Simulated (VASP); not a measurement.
The system is Cr3BP.

```
Cr B P
1.0
     3.82152    0.00000    0.00000
     0.00000    3.82152    0.00000
     0.00000    0.00000    3.82152
Cr B P
3 1 1
Direct
  0.00000 0.50000 0.50000
  0.50000 0.00000 0.50000
  0.50000 0.50000 0.00000
  0.00000 0.00000 0.00000
  0.50000 0.50000 0.50000
```

```yaml
Program: VASP 6.6.1
Task: relaxation of cell and atoms
Functional: PBE
Potentials_or_basis: VASP PAW PBE potentials, release 64 (Cr_pv, B, P)
Cutoff: 600 eV
k_mesh: 4 × 4 × 4
Occupations: gaussian, width 0.1 eV
Spin: no spin polarisation
```

At the start: pressure 49.9 GPa; volume 11.16 Å³/atom.

**Question.** Where does the relaxation end?

**Answer.** Over 4 steps the energy falls by 341.4 meV/atom and the volume is 13.82 Å³/atom (+23.8 %); space group Pm-3m (No. 221, to 0.05 Å).

Step by step:
```
step  energy change (eV)  largest force (eV/Å)  pressure (GPa)  volume (Å³)
   1              0.0000                0.0000           49.89        55.81
   2              0.0375                0.0000          -22.40        88.86
   3             -1.7040                0.0000           -1.41        69.60
   4             -1.7068                0.0000           -0.34        69.10
```

Final structure:
```cif
data_structure
_symmetry_space_group_name_H-M 'P 1'
_symmetry_Int_Tables_number 1
_cell_length_a 4.1036
_cell_length_b 4.1036
_cell_length_c 4.1036
_cell_angle_alpha 90.000
_cell_angle_beta 90.000
_cell_angle_gamma 90.000
_cell_volume 69.10
loop_
_atom_site_label
_atom_site_type_symbol
_atom_site_fract_x
_atom_site_fract_y
_atom_site_fract_z
_atom_site_occupancy
Cr1 Cr 0.00000 0.50000 0.50000 1
Cr2 Cr 0.50000 0.00000 0.50000 1
Cr3 Cr 0.50000 0.50000 0.00000 1
B1 B 0.00000 0.00000 0.00000 1
P1 P 0.50000 0.50000 0.50000 1
```

Caveat: the k points lie up to 0.38 Å⁻¹ apart in the final cell; the volume moved by over 15 % at a fixed basis, so the end points are rough.
